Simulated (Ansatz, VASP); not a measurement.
# Two plane-wave programs on LiF

The input INCAR:

```
ALGO = Normal
EDIFF = 1E-6
ENCUT = 520
GGA = CA
ISIF = 2
ISMEAR = 0
LASPH = True
LCHARG = False
LREAL = False
LWAVE = False
NBANDS = 12
NELM = 60
PREC = Accurate
SIGMA = 0.05
```

KPOINTS

```
k-points
0
Gamma
  12 12 12
```

Contents of POSCAR:

```
LiF
1.0
    0.0000000000      2.3249931660      1.5112455579
    2.3249931660      0.0000000000      1.5112455579
    2.3249931660      2.3249931660      0.0000000000
Li F
1 1
Direct
    0.0000000000      0.0000000000      0.0000000000
    0.5000000000      0.5000000000      0.5000000000
```

Input for Ansatz:

```yaml
crystal:
  lattice:
    - [0.0, 2.324993166, 1.5112455579]
    - [2.324993166, 0.0, 1.5112455579]
    - [2.324993166, 2.324993166, 0.0]
  atoms:
    - { symbol: Li, position: [0.0, 0.0, 0.0] }
    - { symbol: F, position: [0.5, 0.5, 0.5] }
basis:
  ecutwfc: 420
kpoints:
  mp_grid: { grid: [12, 12, 12] }
hamiltonian:
  xc: lda
scf:
  occupations: { method: gaussian, width: 0.05 }
output:
  forces: true
  stress: true
  eigenvalues: true
```

Alike in both runs: task single point; functional LDA; k mesh 12 × 12 × 12; occupations gaussian, width 0.05 eV; no spin polarisation.

```csv
,VASP,Ansatz
version,VASP 6.6.1,Ansatz 0.2.0
potentials or method,"VASP PAW LDA potentials, release 64 (Li_sv, F), cutoff 520 eV","scalar-relativistic, plane waves, PAW"
valence electrons in the cell,10,10
```

|  | VASP | Ansatz | Ansatz less VASP |
| --- | --- | --- | --- |
| gap on the k mesh at the Fermi level (eV) | 7.94 | 7.96 | +0.029 |
| least direct gap on the mesh (eV) | 7.98 | 8.01 | +0.029 |

LDA's correlation is that of Perdew and Zunger in VASP and of Perdew and Wang (1992) in Ansatz.

Noted on VASP's run: the cutoff is short for stress, so the pressure is rough.
